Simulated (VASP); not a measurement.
# Mg15PbS16 (a cell with a defect) in VASP: further runs, part 2 of 2

VASP 6.6.1. The steps go on from the part before.

## 3. Single point, PBE

File INCAR:

```
ALGO     = Normal         # electronic algorithm
EDIFF    = 1E-6           # SCF threshold, eV
ENCUT    = 520            # plane-wave cutoff, eV
GGA      = PE             # functional
ISIF     = 2              # what is computed and relaxed
ISMEAR   = 0              # smearing method
LASPH    = True           # aspherical terms in the spheres
LCHARG   = False          # write CHGCAR
LREAL    = Auto         
LWAVE    = False          # write WAVECAR
NBANDS   = 92             # bands
NELECT   = 138.0        
NELM     = 100            # most SCF steps
PREC     = Accurate       # precision mode
SIGMA    = 0.01           # smearing width, eV
```

File KPOINTS:

```
Automatic mesh
0
Gamma
  2 2 2
  0.5 0.5 0.5
```

File POSCAR:

```
Mg15PbS16
1.0
    5.2297549267      5.2297549267     -5.2297549267
   -5.2297549267     -5.2297549267     -5.2297549267
   -5.2297549267      5.2297549267      5.2297549267
Pb Mg S
1 15 16
Direct
    0.2500000000      0.0000000000      0.7500000000
    0.5039790282      0.7460209718      0.7500000000
    0.7500000000      0.5000000000      0.7500000000
    0.7500000000      0.0000000000      0.2500000000
   -0.0039790282      1.0000000000      0.0039790282
    0.2500000000      0.7460209718      0.0039790282
    0.5039790282      0.5079580564      0.0039790282
    0.7579580564      0.2539790282      0.0039790282
   -0.0039790282      0.2539790282      0.7500000000
    0.5039790282      0.0000000000      0.4960209718
    0.7420419436      0.7460209718      0.4960209718
   -0.0039790282      0.7460209718      0.2420419436
    0.2500000000      0.5000000000      0.2500000000
    0.5039790282      0.2539790282      0.2579580564
   -0.0039790282      0.4920419436      0.4960209718
    0.2500000000      0.2539790282      0.4960209718
    0.2500000000      0.2523704477      0.0023704477
    0.5023704477      0.0000000000      0.0023704477
    0.7500000000      0.7500000000      0.0000000000
    0.7500000000      0.2500000000      0.5000000000
    0.0000000000      0.2500000000      0.2500000000
    0.2500000000      0.0000000000      0.2500000000
    0.5000000000      0.7500000000      0.2500000000
    0.7500000000      0.5000000000      0.2500000000
    0.0000000000      0.5000000000      0.0000000000
    0.5023704477      0.2523704477      0.7500000000
    0.7500000000      0.0000000000      0.7500000000
   -0.0023704477      0.0000000000      0.4976295523
    0.2500000000      0.7476295523      0.4976295523
    0.5000000000      0.5000000000      0.5000000000
   -0.0023704477      0.7476295523      0.7500000000
    0.2500000000      0.5000000000      0.7500000000
```

Potentials or basis: VASP PAW PBE potentials, release 64 (Pb_d, Mg, S).

Run with:

```sh
$ cat potpaw_PBE.64/Pb_d/POTCAR potpaw_PBE.64/Mg/POTCAR potpaw_PBE.64/S/POTCAR > POTCAR
$ mpirun -np 1 vasp_std > vasp.out
```

OUTCAR:

```text
EDIFF = 1E-6
   ENCUT = 520
   GGA = PE
   ISIF = 2
   ISMEAR = 0
   LASPH = True
   LREAL = Auto
   NELECT = 138.0
   NELM = 100
   PREC = Accurate

 ion  position               nearest neighbor table
   1  0.250  0.000  0.750-  17 2.64  18 2.64  26 2.64  28 2.64  29 2.64  31 2.64  16 3.76  14 3.76
                             2 3.76   5 3.76   6 3.76   9 3.76  10 3.76  12 3.76   8 3.76   7 3.76
   2  0.504  0.746  0.750-  19 2.57  30 2.57  27 2.62  32 2.62  18 2.66  29 2.66   3 3.64   7 3.64
                            11 3.64   5 3.64  16 3.64   1 3.76
   3  0.750  0.500  0.750-  26 2.59  31 2.59  25 2.61  19 2.61  30 2.61  20 2.61  12 3.64  14 3.64
                             2 3.64   9 3.64
   4  0.750  0.000  0.250-  18 2.59  28 2.59  20 2.61  21 2.61  23 2.61  19 2.61   7 3.64  15 3.64
                            10 3.64   5 3.64
   5  0.996  0.000  0.004-  19 2.57  21 2.57  22 2.62  27 2.62  31 2.66  17 2.66   4 3.64   8 3.64
                            12 3.64   2 3.64  16 3.64   1 3.76
   6  0.250  0.746  0.004-  23 2.57  25 2.57  22 2.62  32 2.62  31 2.66  18 2.66  13 3.64  12 3.64
                             7 3.64   9 3.64  10 3.64   1 3.76
   7  0.504  0.508  0.004-  19 2.57  23 2.57  24 2.62  32 2.62  17 2.66  26 2.66   4 3.64   2 3.64
                             6 3.64  11 3.64  12 3.64   1 3.76
   8  0.758  0.254  0.004-  21 2.57  25 2.57  24 2.62  27 2.62  18 2.66  26 2.66  13 3.64   9 3.64
                             5 3.64  12 3.64  15 3.64   1 3.76
   9  0.996  0.254  0.750-  20 2.57  25 2.57  27 2.62  32 2.62  28 2.66  17 2.66   3 3.64   8 3.64
                            15 3.64  10 3.64   6 3.64   1 3.76
  10  0.504  0.000  0.496-  20 2.57  23 2.57  22 2.62  27 2.62  26 2.66  29 2.66   4 3.64  11 3.64
[... 15 lines left out ...]
  19  0.750  0.750  0.000-   2 2.57   5 2.57   7 2.57  12 2.57   4 2.61   3 2.61
  20  0.750  0.250  0.500-   9 2.57  10 2.57  14 2.57  15 2.57   3 2.61   4 2.61
  21  0.000  0.250  0.250-   5 2.57   8 2.57  15 2.57  16 2.57   4 2.61  13 2.61
  22  0.250  0.000  0.250-   5 2.62   6 2.62  10 2.62  16 2.62  14 2.62  12 2.62
[... 8 lines left out ...]
  31  0.998  0.748  0.750-   3 2.59   1 2.64   5 2.66   6 2.66  11 2.66  15 2.66
  32  0.250  0.500  0.750-   6 2.62   7 2.62  15 2.62  16 2.62   2 2.62   9 2.62

  LATTYP: Found a body centered cubic cell.
 ALAT       =    10.4595098534

  Lattice vectors:

[... 208 lines left out ...]
 number of electron     137.9999981 magnetization

 Free energy of the ion-electron system (eV)
  ---------------------------------------------------
  ext. energy  EPLUGINS =         0.00000000
  ---------------------------------------------------
  free energy    TOTEN  =      -143.92044971 eV

  energy without entropy =     -143.92044971  energy(sigma->0) =     -143.92044971

 E-fermi :   3.6949     XC(G=0):  -9.6922

 val. band max:        3.6259776229   @ k =   0.2500   0.2500   0.2500
 cond. band min:       4.3314061134   @ k =   0.2500   0.2500   0.2500
 fundamental gap:      0.7054284905
 Fermi energy:         3.6949146821

 k-point     1 :       0.2500    0.2500    0.2500
  band No.  band energies     occupation
      1     -12.7678      2.00000
      2     -12.7678      2.00000
      3     -12.5548      2.00000
      4     -12.5548      2.00000
      5     -12.5547      2.00000
      6      -8.9063      2.00000
[... 73 lines left out ...]
     80       8.4562      0.00000
     81       8.4562      0.00000

 k-point     2 :      -0.2500    0.2500    0.2500
  band No.  band energies     occupation
      1     -12.7679      2.00000
      2     -12.7678      2.00000
      3     -12.5548      2.00000
      4     -12.5548      2.00000
      5     -12.5547      2.00000
      6      -8.9736      2.00000
[... 73 lines left out ...]
     80       9.1963      0.00000
     81       9.1963      0.00000
 [bands above 81 left out]

------------------------ aborting loop because EDIFF is reached ----------------------------------------

  FORCE on cell =-STRESS in cart. coord.  units (eV):
  Direction    XX          YY          ZZ          XY          YZ          ZX
  --------------------------------------------------------------------------------------
  -------------------------------------------------------------------------------------
  Total      -12.7390786    -12.7390786    -12.7390786     -0.0000000      0.0000000     -0.0000000
  in kB      -35.6734075    -35.6734075    -35.6734075     -0.0000000      0.0000000     -0.0000000
  external PRESSURE =     -35.6734075 kB  Pullay stress =       0.0000000 kB

 VOLUME and BASIS-vectors are now :
 -----------------------------------------------------------------------------
  energy-cutoff  :      520.00
  volume of cell :      572.14
      direct lattice vectors                 reciprocal lattice vectors
     5.229754927  5.229754927 -5.229754927     0.000000000  0.095606775 -0.095606775
    -5.229754927 -5.229754927 -5.229754927    -0.095606775  0.000000000 -0.095606775
    -5.229754927  5.229754927  5.229754927    -0.095606775  0.095606775  0.000000000

 POSITION                                       TOTAL-FORCE (eV/Angst)
 -----------------------------------------------------------------------------------
     -2.61488      5.22975      2.61488        -0.000000      0.000000      0.000000
     -5.18814      2.65650     -2.61488         0.001569      0.001569      0.000000
     -2.61488      5.22975     -2.61488         0.000000      0.000000      0.000000
      2.61488      5.22975     -2.61488        -0.000000      0.000000      0.000000
      5.18814      5.22975     -5.18814        -0.001569      0.000000      0.001569
     -2.61488     -2.57326     -5.18814         0.000000      0.001569      0.001569
[... 24 lines left out ...]
     -2.61488      5.22975     -5.20496        -0.000000      0.000000     -0.008255
     -5.22975      2.61488      0.00000         0.000000      0.000000      0.000000
 -----------------------------------------------------------------------------------
    total drift:                               -0.000000      0.000000      0.000000

  FREE ENERGIE OF THE ION-ELECTRON SYSTEM (eV)
  ---------------------------------------------------
  free  energy   TOTEN  =      -143.9204497142 eV

  energy  without entropy=     -143.9204497142  energy(sigma->0) =     -143.92044971
```

OSZICAR:

```text
N       E                     dE             d eps       ncg     rms          rms(c)
DAV:   1     0.764735230941E+03    0.76474E+03   -0.55862E+04   376   0.129E+03
DAV:   2    -0.482733393045E+02   -0.81301E+03   -0.76849E+03   436   0.242E+02
DAV:   3    -0.146735167489E+03   -0.98462E+02   -0.97694E+02   504   0.957E+01
DAV:   4    -0.149546488800E+03   -0.28113E+01   -0.27993E+01   464   0.189E+01
DAV:   5    -0.149667946189E+03   -0.12146E+00   -0.12139E+00   552   0.372E+00    0.181E+01
DAV:   6    -0.144490975160E+03    0.51770E+01   -0.10128E+01   528   0.110E+01    0.138E+01
DAV:   7    -0.143932263658E+03    0.55871E+00   -0.47789E+00   496   0.527E+00    0.773E+00
DAV:   8    -0.143926579968E+03    0.56837E-02   -0.45240E-01   484   0.254E+00    0.925E-01
DAV:   9    -0.143919849110E+03    0.67309E-02   -0.46427E-02   528   0.104E+00    0.371E-01
DAV:  10    -0.143920311793E+03   -0.46268E-03   -0.30313E-03   456   0.171E-01    0.855E-02
DAV:  11    -0.143920410586E+03   -0.98794E-04   -0.39009E-04   560   0.760E-02    0.704E-02
DAV:  12    -0.143920443325E+03   -0.32738E-04   -0.74799E-05   500   0.296E-02    0.316E-02
DAV:  13    -0.143920448779E+03   -0.54537E-05   -0.37528E-05   488   0.229E-02    0.163E-02
DAV:  14    -0.143920449714E+03   -0.93557E-06   -0.17051E-06   328   0.456E-03
   1 F= -.14392045E+03 E0= -.14392045E+03  d E =-.971084E-23
```

stdout:

```text
POSCAR found type information on POSCAR PbMgS
 POSCAR found :  3 types and      32 ions
 scaLAPACK will be used
 LDA part: xc-table for (Slater+PW92), standard interpolation
 POSCAR, INCAR and KPOINTS ok, starting setup
 FFT: planning ... GRIDC
 FFT: planning ... GRID_SOFT
 FFT: planning ... GRID
 WAVECAR not read
 entering main loop
 the old and the new charge density differ
 old charge density:   140.00000 new  138.00000
    0.181E+01
```

Run time: 2.9 min. Hardware: 1 thread of Intel Xeon 6975P-C (Granite Rapids), shared host; peak memory 0.69 GiB.

What came out:

```yaml
Free_energy: -143.9204 eV
Largest_force: 0.008 eV/Å
```

Forces on the atoms (eV/Å):
```
Pb   0.000  0.000  0.000
Mg   0.002  0.002  0.000
Mg   0.000  0.000  0.000
Mg   0.000  0.000  0.000
Mg  -0.002  0.000  0.002
Mg   0.000  0.002  0.002
Mg  -0.002  0.000 -0.002
Mg   0.000  0.002 -0.002
Mg  -0.002 -0.002  0.000
Mg   0.002  0.000 -0.002
Mg   0.000 -0.002  0.002
Mg   0.002 -0.002  0.000
Mg   0.000  0.000  0.000
Mg  -0.002  0.002  0.000
Mg   0.002  0.000  0.002
Mg   0.000 -0.002 -0.002
S    0.008  0.000  0.000
S    0.000 -0.008  0.000
S    0.000  0.000  0.000
S    0.000  0.000  0.000
S    0.000  0.000  0.000
S    0.000  0.000  0.000
S    0.000  0.000  0.000
S    0.000  0.000  0.000
S    0.000  0.000  0.000
S    0.000  0.000  0.008
S    0.000  0.000  0.000
S    0.000  0.008  0.000
S   -0.008  0.000  0.000
S    0.000  0.000  0.000
S    0.000  0.000 -0.008
S    0.000  0.000  0.000
```

Caveat: the cell carries a net charge on a neutralising background, which shifts energy and pressure; the cell is charged against a uniform background, so pressure and absolute levels hang on convention; spin-orbit coupling is left out, which moves the levels of the heavy elements.
